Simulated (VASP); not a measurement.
Wanted: the native input for a VASP 6.6.1 run.

```
Task                   : single point
Functional             : PBE
Potentials or basis    : VASP PAW PBE potentials, release 64 (Cd)
Cutoff                 : 520 eV
k mesh                 : 15 × 15 × 6
Occupations            : gaussian, width 0.05 eV
Spin                   : no spin polarisation
Dipole correction      : no
Further INCAR settings : ALGO = Fast; EDIFF = 1e-06; NBANDS = 19
```

The structure of Cd lies in POSCAR:

```
Cd
1.0
    2.9788700000      0.0000000000      0.0000000000
   -1.4894350000      2.5797770946      0.0000000000
    0.0000000000      0.0000000000      5.6176500000
Cd
2
Direct
    0.3333333333      0.6666666667      0.2500000000
    0.6666666667      0.3333333333      0.7500000000
```

One way to write it, as run:

INCAR

```
SYSTEM = Cd
ALGO = Fast
EDIFF = 1E-6
ENCUT = 520
GGA = PE
ISIF = 2
ISMEAR = 0
LASPH = .TRUE.
LCHARG = .TRUE.
LELF = .TRUE.
LREAL = .FALSE.
LVHAR = .TRUE.
LWAVE = .FALSE.
NBANDS = 19
NELM = 100
PREC = Accurate
SIGMA = 0.05
```

KPOINTS

```
k-points
0
G
  15 15 6
  0 0 0
```

Potentials or basis: VASP PAW PBE potentials, release 64 (Cd).

Launch:

```sh
$ cat potpaw_PBE.64/Cd/POTCAR > POTCAR
$ mpirun -np 1 vasp_std > vasp.out
```

Results of the run:

```
Pressure               : 3.1 GPa
Band gap on the k mesh : zero (bands 12 and 13 overlap by 4.58 eV)
```

Caveat: the cell stands under pressure.

Run time: 24 s on 1 thread of Intel(R) Xeon(R) 6975P-C (Granite Rapids), on a shared host, peak memory 0.2 GiB.
